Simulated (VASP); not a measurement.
# Cd2Se5 (P-3m1) in VASP: single point with PBE

Aim: the single point of Cd2Se5 with PBE.

All numbers are computed with VASP 6.6.1; they aren't measurements. Logs are shortened: lines on timing, memory, paths and dates and some standing lists are left out, and cuts for length are marked.

### Step 1. The cell of the first run

It takes space group P-3m1 (No. 164, trigonal). The conventional cell has a = 4.275 Å, b = 4.275 Å, c = 12.416 Å, α = 90.00°, β = 90.00°, γ = 120.00°. Within 3.4 Å of Cd (site symmetry 3m) lie 4 Se at 2.61 to 2.97 Å and 3 Cd at 3.24 Å. Se (site symmetry 3m) has 4 Cd at 2.61 to 2.97 Å within 3.4 Å. Se (site symmetry 3m) has 6 Se at 2.79 to 3.60 Å within 3.7 Å. Within 3.7 Å of Se (site symmetry -3m) lie 6 Se at 2.79 Å.

### Step 2. Single point, PBE

The input, INCAR:

```
ALGO = Normal
EDIFF = 1E-7
ENCUT = 520
GGA = PE
ISIF = 2
ISMEAR = 0
LASPH = True
LCHARG = False
LREAL = False
LWAVE = False
NBANDS = 36
NELM = 60
PREC = Accurate
SIGMA = 0.2
```

The input, KPOINTS:

```
k-points
0
Gamma
  4 4 2
```

The input, POSCAR:

```
Cd2Se5
1.0
    4.2750081407      0.0000000000      0.0000000000
   -2.1375040703      3.7022656512      0.0000000000
    0.0000000000      0.0000000000     12.4164384008
Cd Se
2 5
Direct
    0.3333333333      0.6666666667      0.0847107966
    0.6666666667      0.3333333333      0.9152892034
    0.6666666667      0.3333333333      0.1541278049
    0.3333333333      0.6666666667      0.8458721951
    0.3333333333      0.6666666667      0.3945136839
    0.6666666667      0.3333333333      0.6054863161
    0.0000000000      0.0000000000      0.5000000000
```

Potentials or basis: VASP PAW PBE potentials, release 64 (Cd, Se).

Started as:

```console
$ cat potpaw_PBE.64/Cd/POTCAR potpaw_PBE.64/Se/POTCAR > POTCAR
$ mpirun -np 1 vasp_std > vasp.out
```

OUTCAR:

```text
EDIFF = 1E-7
   ENCUT = 520
   GGA = PE
   ISIF = 2
   ISMEAR = 0
   LASPH = True
   LREAL = False
   NELM = 60
   PREC = Accurate

 ion  position               nearest neighbor table
   1  0.333  0.667  0.085-   3 2.61   3 2.61   3 2.61   4 2.97   2 3.24   2 3.24   2 3.24
   2  0.667  0.333  0.915-   4 2.61   4 2.61   4 2.61   3 2.97   1 3.24   1 3.24   1 3.24
   3  0.667  0.333  0.154-   1 2.61   1 2.61   1 2.61   2 2.97
   4  0.333  0.667  0.846-   2 2.61   2 2.61   2 2.61   1 2.97
   5  0.333  0.667  0.395-
   6  0.667  0.333  0.605-
   7  0.000  0.000  0.500-

  LATTYP: Found a hexagonal cell.
 ALAT       =     4.2750081407
 C/A-ratio  =     2.9044245045

  Lattice vectors:

 A1 = (   4.2750081407,   0.0000000000,   0.0000000000)
 A2 = (  -2.1375040703,   3.7022656512,   0.0000000000)
 A3 = (   0.0000000000,   0.0000000000,  12.4164384008)

Analysis of symmetry for initial positions (statically):
=====================================================================
 Subroutine PRICEL returns:
 Original cell was already a primitive cell.

 Routine SETGRP: Setting up the symmetry group for a
 hexagonal supercell.

 Subroutine GETGRP returns: Found 12 space group operations
 (whereof 12 operations were pure point group operations)
 out of a pool of 24 trial point group operations.

The static configuration has the point symmetry D_3d.

Analysis of symmetry for dynamics (positions and initial velocities):
=====================================================================
 Subroutine PRICEL returns:
 Original cell was already a primitive cell.

 Routine SETGRP: Setting up the symmetry group for a
 hexagonal supercell.

 Subroutine GETGRP returns: Found 12 space group operations
 (whereof 12 operations were pure point group operations)
 out of a pool of 24 trial point group operations.

The dynamic configuration has the point symmetry D_3d.

 Subroutine INISYM returns: Found 12 space group operations
 (whereof 12 operations are pure point group operations),
 and found     1 'primitive' translations

----------------------------------------------------------------------------------------

                                     Primitive cell

  volume of cell :     196.5177

  direct lattice vectors                    reciprocal lattice vectors
     4.275008141  0.000000000  0.000000000     0.233917683  0.135052437  0.000000000
    -2.137504070  3.702265651  0.000000000     0.000000000  0.270104875  0.000000000
     0.000000000  0.000000000 12.416438401     0.000000000  0.000000000  0.080538393

  length of vectors
     4.275008141  4.275008141 12.416438401     0.270104875  0.270104875  0.080538393

  position of ions in fractional coordinates (direct lattice)
     0.333333333  0.666666667  0.084710797
     0.666666667  0.333333333  0.915289203
     0.666666667  0.333333333  0.154127805
     0.333333333  0.666666667  0.845872195
     0.333333333  0.666666667  0.394513684
     0.666666667  0.333333333  0.605486316
     0.000000000  0.000000000  0.500000000

  ion indices of the primitive-cell ions
   primitive index   ion index
                 1           1
                 2           2
                 3           3
                 4           4
                 5           5
                 6           6
                 7           7

----------------------------------------------------------------------------------------

 KPOINTS: k-points

Automatic generation of k-mesh.
 Grid dimensions read from file:
 generate k-points for:    4    4    2

 Generating k-lattice:

  Cartesian coordinates                     Fractional coordinates (reciprocal lattice)
     0.058479421  0.033763109  0.000000000     0.250000000 -0.000000000  0.000000000
     0.000000000  0.067526219  0.000000000     0.000000000  0.250000000  0.000000000
     0.000000000  0.000000000  0.040269197     0.000000000  0.000000000  0.500000000

  Length of vectors
     0.067526219  0.067526219  0.040269197

  Shift w.r.t. Gamma in fractional coordinates (k-lattice)
     0.000000000  0.000000000  0.000000000

 Subroutine IBZKPT returns following result:
 ===========================================

 Found      8 irreducible k-points:

 Following reciprocal coordinates:
            Coordinates               Weight
  0.000000  0.000000  0.000000      1.000000
  0.250000  0.000000  0.000000      6.000000
  0.500000  0.000000  0.000000      3.000000
  0.250000  0.250000  0.000000      6.000000
  0.000000  0.000000  0.500000      1.000000
  0.250000  0.000000  0.500000      6.000000
  0.500000  0.000000  0.500000      3.000000
  0.250000  0.250000  0.500000      6.000000
   k-points           NKPTS =      8   k-points in BZ     NKDIM =      8   number of bands    NBANDS=     36
   number of dos      NEDOS =    301   number of ions     NIONS =      7
   total plane-waves  NPLWV =  98304
   dimension x,y,z NGX =    32 NGY =   32 NGZ =   96
   dimension x,y,z NGXF=    64 NGYF=   64 NGZF=  192
   ions per type =               2   5
   NGX,Y,Z   is equivalent  to a cutoff of  12.44, 12.44, 12.85 a.u.
   NGXF,Y,Z  is equivalent  to a cutoff of  24.89, 24.89, 25.71 a.u.
 SYSTEM =  unknown system
   PREC   = accura    normal or accurate (medium, high low for compatibility)
   ISTART =      0    job   : 0-new  1-cont  2-samecut
   ICHARG =      2    charge: 1-file 2-atom 10-const
   ISPIN  =      1    spin polarized calculation?
   LNONCOLLINEAR =      F non collinear calculations
   LSORBIT =      F    spin-orbit coupling
   LASPH  =      T    aspherical Exc in radial PAW
   ENCUT  =  520.0 eV  38.22 Ry    6.18 a.u.   7.95  7.95 23.09*2*pi/ulx,y,z
   NELM   =     60;   NELMIN=  2; NELMDL= -5     # of ELM steps
   EDIFF  = 0.1E-06   stopping-criterion for ELM
   LREAL  =      F    real-space projection
   EDIFFG = 0.1E-05   stopping-criterion for IOM
   NSW    =      0    number of steps for IOM
   IBRION =     -1    ionic relax: 0-MD 1-quasi-New 2-CG
   NFREE  =      0    steps in history (QN), initial steepest desc. (CG)
   ISIF   =      2    stress and relaxation
   ISYM   =      2    0-nonsym 1-usesym 2-fastsym
   POTIM  = 0.5000    time-step for ionic-motion
   TEBEG  =    0.0;   TEEND  =   0.0 temperature during run
   PSTRESS=    0.0 pullay stress
   NELECT =      54.0000    total number of electrons
   NUPDOWN=      -1.0000    fix difference up-down
   EMIN   =  10.00;   EMAX   =-10.00  energy-range for DOS
   EFERMI =   0.00;   METHOD = LEGACY
   ISMEAR =     0;   SIGMA  =   0.20  broadening in eV -4-tet -1-fermi 0-gaus
   EFERMI_NEDOS =   21; number of points for ismear=-14 and -15
   IALGO  =     38    algorithm
   IMIX   =      4    mixing-type and parameters
     AMIX     =   0.40;   BMIX     =  1.00
     AMIX_MAG =   1.60;   BMIX_MAG =  1.00
  volume/ion in A,a.u.               =      28.07       189.45
  Fermi-wavevector in a.u.,A,eV,Ry     =   1.064320  2.011273 15.412368  1.132777
  Thomas-Fermi vector in A             =   2.199835
   LORBIT       =      0    0 simple, 1 ext, 2 COOP (PROOUT), +10 PAW based schemes
   GGA     = PE    functional components
   LHFCALC =     F    Hartree Fock is set to
   AEXX    =    0.0000 exact exchange contribution
   IVDW    =     0    specifies the selected vdW correction
   LEPSILON=     F    determine dielectric tensor
   LRPA    =     F    only Hartree local field effects (RPA)
 non-spin polarized calculation
 Gauss-broadening in eV      SIGMA  =   0.20
  energy-cutoff  :      520.00
  volume of cell :      196.52
 maximum number of plane-waves:      5320
 NGX is ok and might be reduce to    32
   NGX = 15   NGY = 15   NGZ = 47

 number of electron      53.9999998 magnetization

 Free energy of the ion-electron system (eV)
  ---------------------------------------------------
  ext. energy  EPLUGINS =         0.00000000
  ---------------------------------------------------
  free energy    TOTEN  =       -19.77340239 eV

  energy without entropy =      -19.75192712  energy(sigma->0) =      -19.76266476

 E-fermi :   1.4987     XC(G=0):  -8.8626

 val. band max:        1.3056667271   @ k =   0.2500   0.0000   0.5000
 cond. band min:       1.6858673903   @ k =   0.0000   0.0000   0.0000
 fundamental gap:      0.3802006633
 Fermi energy:         1.4986983410

 k-point     1 :       0.0000    0.0000    0.0000
  band No.  band energies     occupation
      1     -13.2841      2.00000
      2     -11.2178      2.00000
      3     -11.0370      2.00000
      4     -10.2459      2.00000
      5      -8.4581      2.00000
      6      -6.9194      2.00000
[... 28 lines left out ...]
     35       7.2753      0.00000
     36       7.5463      0.00000

 k-point     2 :       0.2500    0.0000    0.0000
  band No.  band energies     occupation
      1     -12.8362      2.00000
      2     -11.0501      2.00000
      3     -10.9187      2.00000
      4     -10.2027      2.00000
      5      -9.2231      2.00000
      6      -6.8101      2.00000
[... 28 lines left out ...]
     35       7.6844      0.00000
     36       7.6996      0.00000

 k-point     3 :       0.5000    0.0000    0.0000
  band No.  band energies     occupation
      1     -12.0389      2.00000
      2     -10.8788      2.00000
      3     -10.8102      2.00000
      4     -10.6754      2.00000
      5      -9.7821      2.00000
      6      -6.7181      2.00000
[... 28 lines left out ...]
     35       7.6589      0.00000
     36       7.9737      0.00000

 k-point     4 :       0.2500    0.2500    0.0000
  band No.  band energies     occupation
      1     -12.0960      2.00000
      2     -10.8703      2.00000
      3     -10.8111      2.00000
      4     -10.2499      2.00000
      5     -10.1832      2.00000
      6      -6.7486      2.00000
[... 28 lines left out ...]
     35       7.4705      0.00000
     36       8.2930      0.00000

 k-point     5 :       0.0000    0.0000    0.5000
  band No.  band energies     occupation
      1     -13.2840      2.00000
      2     -11.2377      2.00000
      3     -11.0114      2.00000
      4     -10.2514      2.00000
      5      -8.4609      2.00000
      6      -6.9194      2.00000
[... 28 lines left out ...]
     35       7.3018      0.00000
     36       7.5126      0.00000

 k-point     6 :       0.2500    0.0000    0.5000
  band No.  band energies     occupation
      1     -12.8361      2.00000
      2     -11.0629      2.00000
      3     -10.9040      2.00000
      4     -10.2039      2.00000
      5      -9.2241      2.00000
      6      -6.8101      2.00000
[... 28 lines left out ...]
     35       7.7051      0.00000
     36       7.7761      0.00000

 k-point     7 :       0.5000    0.0000    0.5000
  band No.  band energies     occupation
      1     -12.0388      2.00000
      2     -10.8680      2.00000
      3     -10.8230      2.00000
      4     -10.6741      2.00000
      5      -9.7810      2.00000
      6      -6.7184      2.00000
[... 28 lines left out ...]
     35       7.9519      0.00000
     36       8.0894      0.00000

 k-point     8 :       0.2500    0.2500    0.5000
  band No.  band energies     occupation
      1     -12.0959      2.00000
      2     -10.8722      2.00000
      3     -10.8094      2.00000
      4     -10.2488      2.00000
      5     -10.1840      2.00000
      6      -6.7486      2.00000
[... 28 lines left out ...]
     35       7.8639      0.00000
     36       7.9395      0.00000

------------------------ aborting loop because EDIFF is reached ----------------------------------------

  FORCE on cell =-STRESS in cart. coord.  units (eV):
  Direction    XX          YY          ZZ          XY          YZ          ZX
  --------------------------------------------------------------------------------------
  -------------------------------------------------------------------------------------
  Total        0.2083387      0.2083387      0.1821861      0.0000000      0.0000000      0.0000000
  in kB        1.6985524      1.6985524      1.4853347      0.0000000      0.0000000      0.0000000
  external PRESSURE =       1.6274798 kB  Pullay stress =       0.0000000 kB

 VOLUME and BASIS-vectors are now :
 -----------------------------------------------------------------------------
  energy-cutoff  :      520.00
  volume of cell :      196.52
      direct lattice vectors                 reciprocal lattice vectors
     4.275008141  0.000000000  0.000000000     0.233917683  0.135052437  0.000000000
    -2.137504070  3.702265651  0.000000000     0.000000000  0.270104875  0.000000000
     0.000000000  0.000000000 12.416438401     0.000000000  0.000000000  0.080538393

 POSITION                                       TOTAL-FORCE (eV/Angst)
 -----------------------------------------------------------------------------------
     -0.00000      2.46818      1.05181         0.000000     -0.000000     -0.016621
      2.13750      1.23409     11.36463        -0.000000      0.000000      0.016621
      2.13750      1.23409      1.91372         0.000000      0.000000      0.035122
     -0.00000      2.46818     10.50272         0.000000     -0.000000     -0.035122
     -0.00000      2.46818      4.89845         0.000000      0.000000      0.000791
      2.13750      1.23409      7.51798        -0.000000      0.000000     -0.000791
      0.00000      0.00000      6.20822         0.000000      0.000000      0.000000
 -----------------------------------------------------------------------------------
    total drift:                               -0.000000      0.000000      0.000000

  FREE ENERGIE OF THE ION-ELECTRON SYSTEM (eV)
  ---------------------------------------------------
  free  energy   TOTEN  =       -19.7734023928 eV

  energy  without entropy=      -19.7519271203  energy(sigma->0) =      -19.76266476
```

Run time: 95 s. Hardware: 1 thread of AMD EPYC 7R43 (Zen 3), shared host; peak memory 0.27 GiB.

What came out:

* Free energy: -19.7734 eV
* Pressure: 0.2 GPa
* Largest force: 0.035 eV/Å
* Band gap on the k mesh: zero (band 27 reaches 1.31 eV, above the bottom of band 28 at 1.19 eV)

Forces in eV/Å, atoms in the order of the input:
```
Cd   0.000  0.000 -0.017
Cd   0.000  0.000  0.017
Se   0.000  0.000  0.035
Se   0.000  0.000 -0.035
Se   0.000  0.000  0.001
Se   0.000  0.000 -0.001
Se   0.000  0.000  0.000
```

Caveat: the k points lie up to 0.42 Å⁻¹ apart.
